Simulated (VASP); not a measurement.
Write the native input for VASP 6.6.1 that does the following.

```yaml
Task: single point
Functional: PBE
Potentials_or_basis: VASP PAW PBE potentials, release 64 (In_d, Ag, F)
Cutoff: 520 eV
k_mesh: 12 × 12 × 6
Occupations: gaussian, width 0.01 eV
Spin: no spin polarisation
Dipole_correction: no
Further_INCAR_settings: ALGO = Normal; EDIFF = 1e-06; NBANDS = 27
```

The structure of InAgF2 lies in POSCAR:

```
InAgF2
1.0
    3.7680131894      0.0000000000      0.0000000000
   -1.8840065947      3.2631951438      0.0000000000
    0.0000000000      0.0000000000      6.0237867577
In Ag F
1 1 2
Direct
    0.0000000000      0.0000000000      0.0000000000
    0.0000000000      0.0000000000      0.5000000000
    0.3333333333      0.6666666667      0.7207976894
    0.6666666667      0.3333333333      0.2792023106
```

These files were run (other wordings do the same):

INCAR

```
SYSTEM = InAgF2
ALGO     = Normal         ! electronic algorithm
EDIFF    = 1E-6           ! SCF threshold, eV
ENCUT    = 520            ! plane-wave cutoff, eV
GGA      = PE             ! functional
ISIF     = 2              ! what is computed and relaxed
ISMEAR   = 0              ! smearing method
LASPH    = .TRUE.         ! aspherical terms in the spheres
LCHARG   = .FALSE.        ! write CHGCAR
LREAL    = .FALSE.        ! projectors in reciprocal space
LWAVE    = .FALSE.        ! write WAVECAR
NBANDS   = 27             ! bands
NELM     = 100            ! most SCF steps
PREC     = Accurate       ! precision mode
SIGMA    = 0.01           ! smearing width, eV
```

KPOINTS

```
k-points
0
G
  12 12 6
  0 0 0
```

Potentials or basis: VASP PAW PBE potentials, release 64 (In_d, Ag, F).

The run is started by

```console
$ cat potpaw_PBE.64/In_d/POTCAR potpaw_PBE.64/Ag/POTCAR potpaw_PBE.64/F/POTCAR > POTCAR
$ mpirun -np 1 vasp_std > vasp.out
```

Results of the run:

- Pressure: -0.2 GPa
- Largest force: 0.004 eV/Å
- Band gap on the k mesh: 0.23 eV, indirect (least direct gap 1.46 eV)

Caveat: spin-orbit coupling is left out, which moves the levels of the heavy elements.

Wall time 110 s on 1 thread of Intel(R) Xeon(R) Platinum 8488C (Sapphire Rapids), with other jobs on the host, peak memory 0.33 GiB.
